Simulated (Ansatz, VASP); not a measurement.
**MgO in VASP and in Ansatz**

```
Mg O
1.0
     3.48610    0.00000    0.00000
    -1.74305    3.01905    0.00000
     0.00000    0.00000    4.11220
Mg O
2 2
Cartesian
  1.7431 1.0064 3.0841
  0.0000 2.0127 1.0280
  1.7431 1.0064 1.0280
  0.0000 2.0127 3.0841
```

Alike in both runs: task single point; functional PBE; k mesh 9 × 9 × 6; occupations gaussian, width 0.05 eV; no spin polarisation.

```csv
,VASP,Ansatz
version,VASP 6.6.1,Ansatz 0.2.0
potentials or method,"VASP PAW PBE potentials, release 64 (Mg, O), cutoff 520 eV","scalar-relativistic, plane waves, PAW"
valence electrons in the cell,16,32
```

|  | VASP | Ansatz | Ansatz less VASP |
| --- | --- | --- | --- |
| gap on the k mesh at the Fermi level (eV) | 3.54 | 3.56 | +0.021 |
| least direct gap on the mesh (eV) | 3.54 | 3.56 | +0.021 |
| pressure (GPa) | 6.6 | 7.2 | +0.62 |
| traceless stress, the component that is largest in VASP (GPa) | 3.01 | 3.11 | +0.103 |

VASP's potentials hold 16 valence electrons a cell and Ansatz's 32, so a difference there can come from the potentials and not from the codes.
